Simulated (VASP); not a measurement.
# SnSe (wurtzite type) in VASP: further runs

The runs below take SnSe (wurtzite type) through single point, relaxation of cell and atoms, with PBE.

Everything below comes from runs of VASP 6.6.1. Logs are shortened: lines on timing, memory, paths and dates and some standing lists are left out, and cuts for length are marked.

### 1 The cell of the first run

The typed cell holds 4 atoms: a = 4.953 Å, b = 4.953 Å, c = 5.917 Å, α = 90.00°, β = 90.00°, γ = 120.00°.

### 2 Single point, PBE

Input file INCAR:

```
SYSTEM = SnSe
PREC = Accurate
ENCUT = 520
EDIFF = 1E-6
ISMEAR = -1
SIGMA = 0.05
LREAL = .False.
LASPH = .True.
NELM = 60
ALGO = Normal
ISIF = 2
LWAVE = .False.
LCHARG = .True.
GGA = PE
LELF = .True.
LVHAR = .True.
NBANDS = 28
```

Input file KPOINTS:

```
Automatic mesh
0
Gamma
  9 9 5
  0 0 0
```

Input file POSCAR:

```
SnSe
1.0
    4.9529866778      0.0000000000      0.0000000000
   -2.4764933389      4.2894122876      0.0000000000
    0.0000000000      0.0000000000      5.9174797533
Sn Se
2 2
Direct
    0.3333333333      0.6666666667     -0.0619673974
    0.6666666667      0.3333333333      0.4380326026
    0.3333333333      0.6666666667      0.4379673974
    0.6666666667      0.3333333333      0.9379673974
```

Potentials or basis: VASP PAW PBE potentials, release 64 (Sn_d, Se).

Run with:

```
> cat potpaw_PBE.64/Sn_d/POTCAR potpaw_PBE.64/Se/POTCAR > POTCAR
> mpirun -np 1 vasp_std > vasp.out
```

OUTCAR:

```text
SYSTEM = SnSe
   PREC = Accurate
   ENCUT = 520
   EDIFF = 1E-6
   ISMEAR = -1
   LREAL = .False.
   LASPH = .True.
   NELM = 60
   ISIF = 2
   GGA = PE

 ion  position               nearest neighbor table
   1  0.333  0.667  0.938-   4 2.86   4 2.86   4 2.86   3 2.96   3 2.96
   2  0.667  0.333  0.438-   3 2.86   3 2.86   3 2.86   4 2.96   4 2.96
   3  0.333  0.667  0.438-   2 2.86   2 2.86   2 2.86   1 2.96   1 2.96
   4  0.667  0.333  0.938-   1 2.86   1 2.86   1 2.86   2 2.96   2 2.96

  LATTYP: Found a hexagonal cell.
 ALAT       =     4.9529866778
 C/A-ratio  =     1.1947295921

  Lattice vectors:

 A1 = (   4.9529866778,   0.0000000000,   0.0000000000)
 A2 = (  -2.4764933389,   4.2894122876,   0.0000000000)
 A3 = (   0.0000000000,   0.0000000000,   5.9174797533)

Analysis of symmetry for initial positions (statically):
=====================================================================
 Subroutine PRICEL returns:
 Original cell was already a primitive cell.

 Routine SETGRP: Setting up the symmetry group for a
 hexagonal supercell.

 Subroutine GETGRP returns: Found 12 space group operations
 (whereof  6 operations were pure point group operations)
 out of a pool of 24 trial point group operations.

The static configuration has the point symmetry C_3v.
 The point group associated with its full space group is C_6v.

Analysis of symmetry for dynamics (positions and initial velocities):
=====================================================================
 Subroutine PRICEL returns:
 Original cell was already a primitive cell.

 Routine SETGRP: Setting up the symmetry group for a
 hexagonal supercell.

 Subroutine GETGRP returns: Found 12 space group operations
 (whereof  6 operations were pure point group operations)
 out of a pool of 24 trial point group operations.

The dynamic configuration has the point symmetry C_3v.
 The point group associated with its full space group is C_6v.

 Subroutine INISYM returns: Found 12 space group operations
 (whereof  6 operations are pure point group operations),
 and found     1 'primitive' translations

----------------------------------------------------------------------------------------

                                     Primitive cell

  volume of cell :     125.7192

  direct lattice vectors                    reciprocal lattice vectors
     4.952986678  0.000000000  0.000000000     0.201898383  0.116566086  0.000000000
    -2.476493339  4.289412288  0.000000000     0.000000000  0.233132171  0.000000000
     0.000000000  0.000000000  5.917479753     0.000000000  0.000000000  0.168990861

  length of vectors
     4.952986678  4.952986678  5.917479753     0.233132171  0.233132171  0.168990861

  position of ions in fractional coordinates (direct lattice)
     0.333333333  0.666666667  0.938032603
     0.666666667  0.333333333  0.438032603
     0.333333333  0.666666667  0.437967397
     0.666666667  0.333333333  0.937967397

  ion indices of the primitive-cell ions
   primitive index   ion index
                 1           1
                 2           2
                 3           3
                 4           4

----------------------------------------------------------------------------------------

 KPOINTS: Automatic mesh

Automatic generation of k-mesh.
 Grid dimensions read from file:
 generate k-points for:    9    9    5

 Generating k-lattice:

  Cartesian coordinates                     Fractional coordinates (reciprocal lattice)
     0.022433154  0.012951787  0.000000000     0.111111111  0.000000000  0.000000000
     0.000000000  0.025903575  0.000000000     0.000000000  0.111111111  0.000000000
     0.000000000  0.000000000  0.033798172     0.000000000  0.000000000  0.200000000

  Length of vectors
     0.025903575  0.025903575  0.033798172

  Shift w.r.t. Gamma in fractional coordinates (k-lattice)
     0.000000000  0.000000000  0.000000000

 Subroutine IBZKPT returns following result:
 ===========================================

 Found     36 irreducible k-points:

 Following reciprocal coordinates:
            Coordinates               Weight
  0.000000  0.000000  0.000000      1.000000
  0.111111  0.000000  0.000000      6.000000
  0.222222 -0.000000  0.000000      6.000000
  0.333333 -0.000000  0.000000      6.000000
  0.444444 -0.000000  0.000000      6.000000
  0.111111  0.111111  0.000000      6.000000
[... 16 lines left out ...]
  0.333333  0.222222  0.200000     24.000000
  0.333333  0.333333  0.200000      4.000000
 [... further k-points ...]
   k-points           NKPTS =     36   k-points in BZ     NKDIM =     36   number of bands    NBANDS=     28
   number of dos      NEDOS =    301   number of ions     NIONS =      4
   total plane-waves  NPLWV =  76800
   dimension x,y,z NGX =    40 NGY =   40 NGZ =   48
   dimension x,y,z NGXF=    80 NGYF=   80 NGZF=   96
   ions per type =               2   2
   NGX,Y,Z   is equivalent  to a cutoff of  13.43, 13.43, 13.49 a.u.
   NGXF,Y,Z  is equivalent  to a cutoff of  26.85, 26.85, 26.97 a.u.
 SYSTEM =  SnSe
   PREC   = accura    normal or accurate (medium, high low for compatibility)
   ISTART =      0    job   : 0-new  1-cont  2-samecut
   ICHARG =      2    charge: 1-file 2-atom 10-const
   ISPIN  =      1    spin polarized calculation?
   LNONCOLLINEAR =      F non collinear calculations
   LSORBIT =      F    spin-orbit coupling
   LASPH  =      T    aspherical Exc in radial PAW
   ENCUT  =  520.0 eV  38.22 Ry    6.18 a.u.   9.21  9.21 11.00*2*pi/ulx,y,z
   NELM   =     60;   NELMIN=  2; NELMDL= -5     # of ELM steps
   EDIFF  = 0.1E-05   stopping-criterion for ELM
   LREAL  =      F    real-space projection
   EDIFFG = 0.1E-04   stopping-criterion for IOM
   NSW    =      0    number of steps for IOM
   IBRION =     -1    ionic relax: 0-MD 1-quasi-New 2-CG
   NFREE  =      0    steps in history (QN), initial steepest desc. (CG)
   ISIF   =      2    stress and relaxation
   ISYM   =      2    0-nonsym 1-usesym 2-fastsym
   POTIM  = 0.5000    time-step for ionic-motion
   TEBEG  =    0.0;   TEEND  =   0.0 temperature during run
   PSTRESS=    0.0 pullay stress
   NELECT =      40.0000    total number of electrons
   NUPDOWN=      -1.0000    fix difference up-down
   EMIN   =  10.00;   EMAX   =-10.00  energy-range for DOS
   EFERMI =   0.00;   METHOD = LEGACY
   ISMEAR =    -1;   SIGMA  =   0.05  broadening in eV -4-tet -1-fermi 0-gaus
   EFERMI_NEDOS =   21; number of points for ismear=-14 and -15
   IALGO  =     38    algorithm
   IMIX   =      4    mixing-type and parameters
     AMIX     =   0.40;   BMIX     =  1.00
     AMIX_MAG =   1.60;   BMIX_MAG =  1.00
  volume/ion in A,a.u.               =      31.43       212.10
  Fermi-wavevector in a.u.,A,eV,Ry     =   1.117620  2.111996 16.994697  1.249075
  Thomas-Fermi vector in A             =   2.254245
   LORBIT       =      0    0 simple, 1 ext, 2 COOP (PROOUT), +10 PAW based schemes
   GGA     = PE    functional components
   LHFCALC =     F    Hartree Fock is set to
   AEXX    =    0.0000 exact exchange contribution
   IVDW    =     0    specifies the selected vdW correction
   LEPSILON=     F    determine dielectric tensor
   LRPA    =     F    only Hartree local field effects (RPA)
 non-spin polarized calculation
  energy-cutoff  :      520.00
  volume of cell :      125.72
 maximum number of plane-waves:      3418
 NGX is ok and might be reduce to    40
   NGX = 19   NGY = 19   NGZ = 23

 number of electron      39.9999993 magnetization

 Free energy of the ion-electron system (eV)
  ---------------------------------------------------
  ext. energy  EPLUGINS =         0.00000000
  ---------------------------------------------------
  free energy    TOTEN  =       -15.90253571 eV

  energy without entropy =      -15.90249873  energy(sigma->0) =      -15.90251722

 E-fermi :   4.9340     XC(G=0):  -8.6693

 val. band max:        4.5866691054   @ k =   0.3333   0.3333   0.4000
 cond. band min:       5.3309430755   @ k =   0.1111   0.1111   0.0000
 fundamental gap:      0.7442739701
 Fermi energy:         4.9339541173

 k-point     1 :       0.0000    0.0000    0.0000
  band No.  band energies     occupation
      1     -17.2034      2.00000
      2     -17.1907      2.00000
      3     -17.1907      2.00000
      4     -17.1902      2.00000
      5     -17.1902      2.00000
      6     -17.1765      2.00000
[... 20 lines left out ...]
     27      10.0172      0.00000
     28      10.0172      0.00000

 k-point     2 :       0.1111    0.0000    0.0000
  band No.  band energies     occupation
      1     -17.2046      2.00000
      2     -17.1911      2.00000
      3     -17.1908      2.00000
      4     -17.1890      2.00000
      5     -17.1885      2.00000
      6     -17.1768      2.00000
[... 20 lines left out ...]
     27       9.8359      0.00000
     28      10.1280      0.00000

 k-point     3 :       0.2222   -0.0000    0.0000
  band No.  band energies     occupation
      1     -17.2065      2.00000
      2     -17.1929      2.00000
      3     -17.1903      2.00000
      4     -17.1870      2.00000
      5     -17.1841      2.00000
      6     -17.1777      2.00000
[... 20 lines left out ...]
     27       9.8121      0.00000
     28      10.7408      0.00000

 k-point     4 :       0.3333   -0.0000    0.0000
  band No.  band energies     occupation
      1     -17.2079      2.00000
      2     -17.1951      2.00000
      3     -17.1894      2.00000
      4     -17.1849      2.00000
      5     -17.1794      2.00000
      6     -17.1786      2.00000
[... 578 lines left out ...]
     27       9.2820      0.00000
     28      10.6520      0.00000

 k-point    23 :       0.3333    0.2222    0.2000
  band No.  band energies     occupation
      1     -17.2029      2.00000
      2     -17.1977      2.00000
      3     -17.1892      2.00000
      4     -17.1846      2.00000
      5     -17.1769      2.00000
      6     -17.1758      2.00000
[... 20 lines left out ...]
     27       9.4805      0.00000
     28      10.5956      0.00000

 k-point    24 :       0.3333    0.3333    0.2000
  band No.  band energies     occupation
      1     -17.2003      2.00000
      2     -17.2003      2.00000
      3     -17.1894      2.00000
      4     -17.1842      2.00000
      5     -17.1773      2.00000
      6     -17.1749      2.00000
[... 20 lines left out ...]
     27       9.7050      0.00000
     28      10.8126      0.00000

 [... further k-points ...]
[... 5 lines left out ...]
  --------------------------------------------------------------------------------------
  -------------------------------------------------------------------------------------
  Total        3.2314674      3.2314674      3.2332784     -0.0000000      0.0000000      0.0000000
  in kB       41.1821130     41.1821130     41.2051924     -0.0000000      0.0000000      0.0000000
  external PRESSURE =      41.1898061 kB  Pullay stress =       0.0000000 kB

 VOLUME and BASIS-vectors are now :
 -----------------------------------------------------------------------------
  energy-cutoff  :      520.00
  volume of cell :      125.72
      direct lattice vectors                 reciprocal lattice vectors
     4.952986678  0.000000000  0.000000000     0.201898383  0.116566086  0.000000000
    -2.476493339  4.289412288  0.000000000     0.000000000  0.233132171  0.000000000
     0.000000000  0.000000000  5.917479753     0.000000000  0.000000000  0.168990861

 POSITION                                       TOTAL-FORCE (eV/Angst)
 -----------------------------------------------------------------------------------
     -0.00000      2.85961      5.55079        -0.000000     -0.000000     -0.000189
      2.47649      1.42980      2.59205         0.000000      0.000000     -0.000189
     -0.00000      2.85961      2.59166        -0.000000      0.000000      0.000189
      2.47649      1.42980      5.55040         0.000000     -0.000000      0.000189
 -----------------------------------------------------------------------------------
    total drift:                               -0.000000      0.000000      0.000113

  FREE ENERGIE OF THE ION-ELECTRON SYSTEM (eV)
  ---------------------------------------------------
  free  energy   TOTEN  =       -15.9025357080 eV

  energy  without entropy=      -15.9024987257  energy(sigma->0) =      -15.90251722
```

It took 62 s on 1 thread of Intel Xeon 6975P-C (Granite Rapids), shared host; peak memory 0.31 GiB.

What came out:

* Free energy: -15.9025 eV
* Pressure: 4.1 GPa
* Band gap on the k mesh: 0.74 eV, indirect (least direct gap 1.09 eV)

Caveat: spin-orbit coupling is left out, which moves the levels of the heavy elements. A k mesh can miss the band edges.

### 3 Single point, PBE

This run uses another cell than the first one, of 25.89 Å³/atom, 0.824 times its volume.

Input file INCAR:

```
SYSTEM = SnSe
PREC = Accurate
ENCUT = 520
EDIFF = 1E-7
ISMEAR = -1
SIGMA = 0.05
LREAL = .False.
LASPH = .True.
NELM = 80
ALGO = Normal
ISIF = 2
LWAVE = .False.
LCHARG = .False.
GGA = PE
NBANDS = 28
```

Input file KPOINTS:

```
Automatic mesh
0
Gamma
  10 10 6
  0 0 0
```

Input file POSCAR:

```
SnSe
1.0
    3.9801477264      0.0000000000      0.0000000000
   -1.9900738632      3.4469090418      0.0000000000
    0.0000000000      0.0000000000      7.5493592104
Sn Se
2 2
Direct
    0.0000000000      0.0000000000      0.0000000000
    0.0000000000      0.0000000000      0.5000000000
    0.3333333333      0.6666666667      0.2500000000
    0.6666666667      0.3333333333      0.7500000000
```

Potentials or basis: VASP PAW PBE potentials, release 64 (Sn_d, Se).

Run with:

```
> cat potpaw_PBE.64/Sn_d/POTCAR potpaw_PBE.64/Se/POTCAR > POTCAR
> mpirun -np 1 vasp_std > vasp.out
```

Run time: 64 s. Hardware: 1 thread of Intel Xeon 6975P-C (Granite Rapids), shared host; peak memory 0.29 GiB.

The run converged. Its results:

```yaml
Free_energy: -16.0745 eV
Pressure: 4.1 GPa
Band_gap_on_the_k_mesh: zero (band 20 reaches 6.95 eV, above the bottom of band 21 at 6.02 eV)
```

Levels at points of the mesh, in eV from the Fermi level:
```
           k point  band 18  band 19  band 20  band 21  band 22  band 23
(0.00, 0.00, 0.00)    -1.77    -1.77     0.17     1.45     2.92     2.92
(0.50, 0.00, 0.00)    -2.13    -1.90    -0.78    -0.39     1.15     1.48
(0.00, 0.00, 0.50)    -1.93    -1.39    -1.39     2.68     2.68     2.80
(0.50, 0.00, 0.50)    -3.23    -2.98    -2.98     1.98     1.98     2.55
```

Caveat: spin-orbit coupling is left out, which moves the levels of the heavy elements.

### 4 Single point, PBE

This run uses another cell than the first one, of 25.89 Å³/atom, 0.824 times its volume.

Input file INCAR:

```
ALGO     = Normal         # electronic algorithm
EDIFF    = 1E-6           # SCF threshold, eV
ENCUT    = 520            # plane-wave cutoff, eV
GGA      = PE             # functional
ISIF     = 2              # what is computed and relaxed
ISMEAR   = -1             # smearing method
LASPH    = True           # aspherical terms in the spheres
LCHARG   = True           # write CHGCAR
LELF     = True           # ELF
LREAL    = False          # projectors in reciprocal space
LVHAR    = True         
LWAVE    = False          # write WAVECAR
NBANDS   = 28             # bands
NELM     = 80             # most SCF steps
PREC     = Accurate       # precision mode
SIGMA    = 0.05           # smearing width, eV
```

Input file KPOINTS:

```
k-points
0
Gamma
  10 10 6
```

POSCAR is that of step 3.

Run with:

```
> cat potpaw_PBE.64/Sn_d/POTCAR potpaw_PBE.64/Se/POTCAR > POTCAR
> mpirun -np 1 vasp_std > vasp.out
```

It took 59 s on 1 thread of Intel Xeon 6975P-C (Granite Rapids), shared host; peak memory 0.3 GiB.

It converged, with:

| Property | Result |
| --- | --- |
| Free energy | -16.0745 eV |
| Pressure | 4.1 GPa |
| Band gap on the k mesh | zero (band 20 reaches 6.95 eV, above the bottom of band 21 at 6.02 eV) |

Levels at points of the mesh, in eV from the Fermi level:
| k point | band 17 | band 18 | band 19 | band 20 | band 21 | band 22 | band 23 | band 24 |
| --- | --- | --- | --- | --- | --- | --- | --- | --- |
| (0.00, 0.00, 0.00) | -2.10 | -1.77 | -1.77 | 0.17 | 1.45 | 2.92 | 2.92 | 2.95 |
| (0.50, 0.00, 0.00) | -3.53 | -2.13 | -1.90 | -0.78 | -0.39 | 1.15 | 1.48 | 3.56 |
| (0.00, 0.00, 0.50) | -1.93 | -1.93 | -1.39 | -1.39 | 2.68 | 2.68 | 2.80 | 2.80 |
| (0.50, 0.00, 0.50) | -3.23 | -3.23 | -2.98 | -2.98 | 1.98 | 1.98 | 2.55 | 2.55 |

Caveat: spin-orbit coupling is left out, which moves the levels of the heavy elements.

### 5 Relaxation of cell and atoms, PBE, target pressure 4.1 GPa, at which the enthalpy is minimised

This run uses another cell than the first one, of 25.90 Å³/atom, 0.824 times its volume.

Input file INCAR:

```
SYSTEM = SnSe
PREC = Accurate
ENCUT = 600
EDIFF = 1E-7
ISMEAR = -1
SIGMA = 0.05
LREAL = .FALSE.
LASPH = .TRUE.
NELM = 100
ALGO = Normal
ISIF = 3
LWAVE = .FALSE.
LCHARG = .FALSE.
GGA = PE
IBRION = 2
NSW = 60
EDIFFG = -0.005
PSTRESS = 41.0
```

Input file KPOINTS:

```
regular mesh
0
G
  10 10 6
  0 0 0
```

Input file POSCAR:

```
SnSe
1.0
    4.2577714772      0.0000000000      0.0000000000
   -2.1288857386      3.6873382627      0.0000000000
    0.0000000000      0.0000000000      6.5995457896
Sn Se
2 2
Direct
    0.0000000000      0.0000000000      0.0000000000
    0.0000000000      0.0000000000      0.5000000000
    0.3333333333      0.6666666667      0.2500000000
    0.6666666667      0.3333333333      0.7500000000
```

Run with:

```
> cat potpaw_PBE.64/Sn_d/POTCAR potpaw_PBE.64/Se/POTCAR > POTCAR
> mpirun -np 1 vasp_std > vasp.out
```

Run time: 28 min. Hardware: 1 thread of Oxide Virtual Turin-like, shared host; peak memory 0.33 GiB.

Results (log left out):

```yaml
Free_energy: -16.0751 eV
Relaxed_volume: 25.91 Å³/atom
Relaxed_cell: a = 3.981 Å, b = 3.981 Å, c = 7.549 Å, α = 90.00°, β = 90.00°, γ = 120.00°
Space_group_after_relaxing_to_0.05_Å: P6_3/mmc (No. 194)
Energy_change_on_relaxing_the_enthalpy_is_what_falls: -54.8 meV/atom
Ionic_steps: 13
Pressure_after_relaxing: 4.1 GPa
Band_gap_on_the_k_mesh: zero (band 20 reaches 6.94 eV, above the bottom of band 21 at 6.02 eV)
```

The path:
```csv
step,energy change (eV),largest force (eV/Å),pressure (GPa),volume (Å³)
1,0.0000,0.0000,6.04,103.61
2,-0.1921,0.0000,3.09,108.35
3,-0.2227,0.0000,2.48,109.46
4,-0.2600,0.0000,2.81,108.42
5,-0.2639,0.0000,3.14,105.64
6,-0.2504,0.0000,3.17,105.03
7,-0.2567,0.0000,3.16,105.28
8,-0.1727,0.0000,5.30,102.13
9,-0.2261,0.0000,4.05,103.92
10,-0.2237,0.0000,4.07,103.81
11,-0.2209,0.0000,4.09,103.70
12,-0.2149,0.0000,4.14,103.47
13,-0.2193,0.0000,4.10,103.63
```

Final structure:
```
Sn Se
1.0
     3.98149    0.00000    0.00000
    -1.99074    3.44807    0.00000
     0.00000    0.00000    7.54886
Sn Se
2 2
Direct
  0.00000 0.00000 0.00000
  0.00000 0.00000 0.50000
  0.33333 0.66667 0.25000
  0.66667 0.33333 0.75000
```

Levels at points of the mesh, in eV from the Fermi level:
```
           k point  band 16  band 17  band 18  band 19  band 20  band 21  band 22  band 23  band 24
(0.00, 0.00, 0.00)    -2.10    -2.10    -1.77    -1.77     0.17     1.45     2.92     2.92     2.94
(0.50, 0.00, 0.00)    -5.23    -3.53    -2.13    -1.90    -0.79    -0.39     1.15     1.48     3.55
(0.00, 0.00, 0.50)    -1.94    -1.94    -1.94    -1.39    -1.39     2.80     2.80     2.80     2.80
(0.50, 0.00, 0.50)    -4.02    -3.23    -3.23    -2.98    -2.98     1.98     1.98     2.55     2.55
```

Caveat: the cell is relaxed towards a set pressure, so the enthalpy falls and the energy may rise; spin-orbit coupling is left out, which moves the levels of the heavy elements.

### 6 The runs side by side

| task | cell | k mesh | cutoff (eV) | gap on the mesh (eV) | pressure (GPa) |
| --- | --- | --- | --- | --- | --- |
| single point | a = 4.953, b = 4.953, c = 5.917 Å, angles 90.0, 90.0, 120.0°, 4 atoms | 9 × 9 × 5 | 520 | 0.74 | 4.1 |
| single point | a = 3.980, b = 3.980, c = 7.549 Å, angles 90.0, 90.0, 120.0°, 4 atoms | 10 × 10 × 6 | 520 | none | 4.1 |
| relaxation of cell and atoms | relaxed to 4.1 GPa from a = 4.258, b = 4.258, c = 6.600 Å, angles 90.0, 90.0, 120.0°, 4 atoms | 10 × 10 × 6 | 600 | none | 4.1 |

Alike in all rows: level PBE; potentials or basis VASP PAW PBE potentials, release 64 (Sn_d, Se); no spin polarisation; smearing fermi-dirac 0.05 eV.

Caveats: spin-orbit coupling is left out, which moves the levels of the heavy elements; the cell is relaxed towards a set pressure, so the enthalpy falls and the energy may rise (some runs).

Total energies depend on the potentials used, so only differences within one code and one set of settings carry meaning.
